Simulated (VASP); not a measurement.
Wanted: the native input for a VASP 6.6.1 run.

```yaml
Task: single point
Functional: PBE
Potentials_or_basis: VASP PAW PBE potentials, release 64 (B, P)
Cutoff: 500 eV
k_mesh: 8 × 8 × 8
Occupations: gaussian, width 0.01 eV
Spin: no spin polarisation
Dipole_correction: no
Further_INCAR_settings: ALGO = Normal; EDIFF = 1e-06; NBANDS = 11
```

The structure of BP lies in POSCAR:

```
BP
1.0
    0.0000000000      2.2967370642      2.2967370642
    2.2967370642      0.0000000000      2.2967370642
    2.2967370642      2.2967370642      0.0000000000
B P
1 1
Direct
    0.0000000000      0.0000000000      0.0000000000
    0.2500000000      0.2500000000      0.2500000000
```

This cell differs from its parent crystal: volume changed by +3%.

One way to write it, as run:

INCAR

```
SYSTEM = BP
ALGO = Normal
EDIFF = 1E-6
ENCUT = 500
GGA = PE
GGA_COMPAT = .False.
ISIF = 2
ISMEAR = 0
LASPH = .True.
LCHARG = .False.
LREAL = .False.
LWAVE = .False.
NBANDS = 11
NELM = 120
PREC = Accurate
SIGMA = 0.01
```

KPOINTS

```
k-points
0
Gamma
  8 8 8
  0 0 0
```

Potentials or basis: VASP PAW PBE potentials, release 64 (B, P).

Command:

```bash
$ cat potpaw_PBE.64/B/POTCAR potpaw_PBE.64/P/POTCAR > POTCAR
$ mpirun -np 1 vasp_std > vasp.out
```

Results of the run:

* Pressure: -4.7 GPa
* Band gap on the k mesh: 1.31 eV, indirect (least direct gap 3.35 eV)

Wall time 8.8 s on 1 thread of AMD EPYC 7R43 64-Core Processor (Zen 3), with other jobs on the host, peak memory 0.1 GiB.
